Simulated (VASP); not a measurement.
A run of VASP 6.6.1 is set up as follows.

File INCAR:

```
SYSTEM = Cu
PREC = Accurate ; ENCUT = 520
EDIFF = 1E-7 ; ISMEAR = -1
SIGMA = 0.05 ; LREAL = .FALSE.
LASPH = .TRUE. ; NELM = 150
ALGO = Normal ; ISIF = 2
LWAVE = .FALSE. ; LCHARG = .FALSE.
ISPIN = 2 ; MAGMOM = 0.9 0.9
LORBIT = 11 ; NUPDOWN = 1.8
LMAXMIX = 4 ; GGA = PE
NBANDS = 22
```

The input KPOINTS:

```
regular mesh
0
G
  14 14 13
  0 0 0
```

The input POSCAR:

```
Cu
1.0
    1.2184636900     -3.9763780104      0.0000000000
    1.2184636900      3.9763780104      0.0000000000
    0.0000000000      0.0000000000      2.4754955235
Cu
2
Direct
    0.1338666500      0.8661333500      0.2500000000
    0.8661333500      0.1338666500      0.7500000000
```

Potentials or basis: VASP PAW PBE potentials, release 64 (Cu).

The run is started by

```bash
$ cat potpaw_PBE.64/Cu/POTCAR > POTCAR
$ mpirun -np 1 vasp_std > vasp.out
```

Q: Predict the largest force.

A: 0.019 eV/Å.

Q: What does it give for the pressure?

A: 17.6 GPa.

Stress tensor (GPa, compression positive):
```
23.70  0.00  0.00
 0.00 15.57  0.00
 0.00  0.00 13.58
```

Caveat: the cell stands under pressure; the total moment is fixed, so each spin has its own Fermi level.
